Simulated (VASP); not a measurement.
A run of VASP 6.6.1 is set up as follows.

INCAR

```
SYSTEM = SrMg
ALGO     = Normal         ! electronic algorithm
EDIFF    = 1E-8           ! SCF threshold, eV
ENCUT    = 520            ! plane-wave cutoff, eV
GGA      = CA             ! functional
ISIF     = 2              ! what is computed and relaxed
ISMEAR   = -1             ! smearing method
LASPH    = .True.         ! aspherical terms in the spheres
LCHARG   = .False.        ! write CHGCAR
LEFG     = .True.       
LREAL    = .False.        ! projectors in reciprocal space
LWAVE    = .False.        ! write WAVECAR
NBANDS   = 13             ! bands
NELM     = 100            ! most SCF steps
PREC     = Accurate       ! precision mode
SIGMA    = 0.05           ! smearing width, eV
```

Contents of KPOINTS:

```
k-points
0
Gamma
  9 9 9
  0 0 0
```

File POSCAR:

```
SrMg
1.0
    3.9513216749      0.0000000000      0.0000000000
    0.0000000000      3.9513216749      0.0000000000
    0.0000000000      0.0000000000      3.9513216749
Sr Mg
1 1
Direct
    0.5000000000      0.5000000000      0.5000000000
    0.0000000000      0.0000000000      0.0000000000
```

Potentials or basis: VASP PAW LDA potentials, release 64 (Sr_sv, Mg).

Command:

```console
$ cat potpaw_LDA.64/Sr_sv/POTCAR potpaw_LDA.64/Mg/POTCAR > POTCAR
$ mpirun -np 1 vasp_std > vasp.out
```

Estimate the pressure.

2.0 GPa.

What does it give for the band gap on the k mesh?

Zero (band 6 reaches 3.09 eV, above the bottom of band 7 at 1.74 eV).

Caveat: without QUAD_EFG the Cq values of the log hold for a quadrupole moment of 1 mb, not for the nuclei.
